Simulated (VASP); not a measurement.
CS2: single point with PBEsol

Crystal: CS2.

```
S C
1.0
     3.64579   -2.99431    0.00000
     3.64579    2.99431    0.00000
     0.00000    0.00000    9.85126
S C
4 2
Direct
  0.18152 0.81848 0.88687
  0.31848 0.68152 0.38687
  0.68152 0.31848 0.61313
  0.81848 0.18152 0.11313
  0.50000 0.50000 0.50000
  0.00000 0.00000 0.00000
```

```json
{"Program": "VASP 6.6.1", "Task": "single point", "Functional": "PBEsol", "Potentials or basis": "VASP PAW PBE potentials, release 64 (S, C)", "Cutoff": "520 eV", "k mesh": "6 × 6 × 3", "Occupations": "fermi-dirac, width 0.05 eV", "Spin": "no spin polarisation", "Dipole correction": "no", "Further INCAR settings": "ALGO = Normal; EDIFF = 1e-06; NBANDS = 25"}
```

The pressure is -0.4 GPa, the largest force is 0.134 eV/Å and the band gap on the k mesh is 3.43 eV.

Forces in eV/Å, atoms in the order of the input:
```
S    0.000  0.094  0.096
S    0.000 -0.094  0.096
S    0.000  0.094 -0.096
S    0.000 -0.094 -0.096
C    0.000  0.000  0.000
C    0.000  0.000  0.000
```

Stress tensor (GPa, compression positive):
```
-0.21  0.00  0.00
 0.00 -0.52  0.00
 0.00  0.00 -0.54
```

Levels at points of the mesh, in eV from the valence-band top:
```csv
k point,band 13,band 14,band 15,band 16,band 17,band 18,band 19,band 20
"(0.00, 0.00, 0.00)",-0.49,-0.37,-0.34,-0.19,3.48,3.57,3.79,4.02
"(0.50, 0.00, 0.00)",-0.30,-0.30,-0.14,-0.14,3.56,3.56,3.71,3.71
"(0.50, 0.50, 0.00)",-0.58,-0.48,-0.27,0.00,3.43,3.48,4.12,4.17
```

Run time: 2.6 min on 1 thread of Intel Xeon 8259CL, with other jobs on the host, peak memory 0.35 GiB.

Caveat: this functional lacks dispersion, which holds the molecules together, so the pressure and a relaxed volume are unreliable; the PAW data sets were made with another functional, which shifts forces and pressure a little; an odd mesh through Γ misses points on the zone boundary, where band edges can lie.
